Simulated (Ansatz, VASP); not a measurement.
## SrCl2: VASP beside Ansatz

```xyz
3
Lattice="-0.1307 3.4855 3.4855 3.3548 0.0000 3.3548 3.4855 3.4855 -0.1307" Properties=species:S:1:pos:R:3 pbc="T T T"
Sr    0.0000    0.0000    0.0000
Cl    1.6774    1.7428    1.6774
Cl    5.0322    5.2283    5.0322
```

Change from the starting cell: strain -0.0750 x Voigt [0, 0, 0, 0, 1, 0], atoms carried along.

Alike in both runs: task single point; functional PBE; k mesh 6 × 6 × 6; occupations gaussian, width 0.05 eV; no spin polarisation.

|  | VASP | Ansatz |
| --- | --- | --- |
| version | VASP 6.6.1 | Ansatz 0.2.0 |
| potentials or method | VASP PAW PBE potentials, release 64 (Sr_sv, Cl), cutoff 520 eV | scalar-relativistic, plane waves, PAW |
| valence electrons in the cell | 24 | 24 |

```tsv
	VASP	Ansatz	Ansatz less VASP
gap on the k mesh at the Fermi level (eV)	5.36	5.36	+0.006
least direct gap on the mesh (eV)	5.53	5.53	+0.003
pressure (GPa)	1.4	1.4	-0.09
traceless stress, the component that is largest in VASP (GPa)	1.16	1.13	-0.034
rms of the force components (eV/Å)	0.093	0.089	-0.0036
```

Atom by atom the forces differ by 0.004 eV/Å (rms over components).
